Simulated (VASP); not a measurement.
Here is a VASP 6.6.1 calculation.

The input INCAR:

```
SYSTEM = MgSi3N
PREC = Accurate
ENCUT = 600
EDIFF = 1E-7
ISMEAR = 0
SIGMA = 0.1
LREAL = .FALSE.
LASPH = .TRUE.
NELM = 80
ALGO = Normal
ISIF = 3
LWAVE = .FALSE.
LCHARG = .FALSE.
GGA = PE
IBRION = 2
NSW = 90
EDIFFG = -0.04
```

Contents of KPOINTS:

```
regular mesh
0
G
  4 4 4
  0 0 0
```

POSCAR

```
MgSi3N
1.0
    2.6663495600     -3.1393061100      0.0000000000
    2.6663495600      3.1393061100      0.0000000000
    0.0000000000      0.0000000000      4.5969433200
Mg Si N
1 3 1
Direct
    0.0000000000      0.0000000000      0.5000000000
    0.7490191000      0.2509809000      0.0000000000
    0.2509809000      0.7490191000      0.0000000000
    0.0000000000      0.0000000000      0.0000000000
    0.5000000000      0.5000000000      0.0000000000
```

Potentials or basis: VASP PAW PBE potentials, release 64 (Mg, Si, N).

Launch:

```bash
$ cat potpaw_PBE.64/Mg/POTCAR potpaw_PBE.64/Si/POTCAR potpaw_PBE.64/N/POTCAR > POTCAR
$ mpirun -np 1 vasp_std > vasp.out
```

Q: Predict the relaxed cell.

A: a = 4.745 Å, b = 4.745 Å, c = 5.160 Å, α = 90.00°, β = 90.00°, γ = 120.53°.

Q: What does it give for the relaxed volume?

A: 20.02 Å³/atom.

Final structure:
```yaml
crystal:
  lattice:
    - [2.35382, -4.12046, 0.00000]
    - [2.35382, 4.12046, 0.00000]
    - [0.00000, 0.00000, 5.16018]
  atoms:
    - { symbol: Mg, position: [0.00000, 0.00000, 0.50000] }
    - { symbol: Si, position: [0.71008, 0.28992, 0.00000] }
    - { symbol: Si, position: [0.28992, 0.71008, 0.00000] }
    - { symbol: Si, position: [0.00000, 0.00000, 0.00000] }
    - { symbol: N, position: [0.50000, 0.50000, 0.00000] }
```

Caveat: the k points lie up to 0.38 Å⁻¹ apart in the final cell; the volume moved by over 15 % at a fixed basis, so the end points are rough.
